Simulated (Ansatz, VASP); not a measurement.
## Two plane-wave programs on Ga2BSb3

```
Ga B Sb
1.0
     4.99105    0.00000    0.00000
    -2.49552    4.32238    0.00000
     0.00000    0.00000    6.36767
Ga B Sb
2 1 3
Direct
  0.66667 0.33333 0.22495
  0.66667 0.33333 0.77505
  0.00000 0.00000 0.00000
  0.00000 0.00000 0.50000
  0.33333 0.66667 0.00000
  0.33333 0.66667 0.50000
```

Change from the starting cell: species swapped into the La2Al3Ge type (P-6m2, No. 187).

Alike in both runs: task relaxation of cell and atoms; functional PBE; k mesh 6 × 6 × 4; occupations gaussian, width 0.1 eV; no spin polarisation.

|  | VASP | Ansatz |
| --- | --- | --- |
| version | VASP 6.6.1 | Ansatz 0.2.0 |
| potentials or method | VASP PAW PBE potentials, release 64 (Ga_d, B, Sb), cutoff 600 eV | scalar-relativistic, plane waves, PAW |
| valence electrons in the cell | 44 | 74 |

```csv
,VASP,Ansatz,Ansatz less VASP
"gap on the k mesh at the Fermi level, each at its own relaxed structure (eV)",none,none,-
relaxed volume (Å³/atom),22.66,22.62,-0.039
relaxed cell length with the largest relative difference (Å),6.021,6.009,-0.0119
```

A gap of «none» marks a metal or a gap that the smearing closes. VASP's potentials hold 44 valence electrons a cell and Ansatz's 74, so a difference there can come from the potentials and not from the codes.

Neither program's run includes spin-orbit coupling. Noted on VASP's run: too few bands were computed for a metal, which touches its energy and stress.
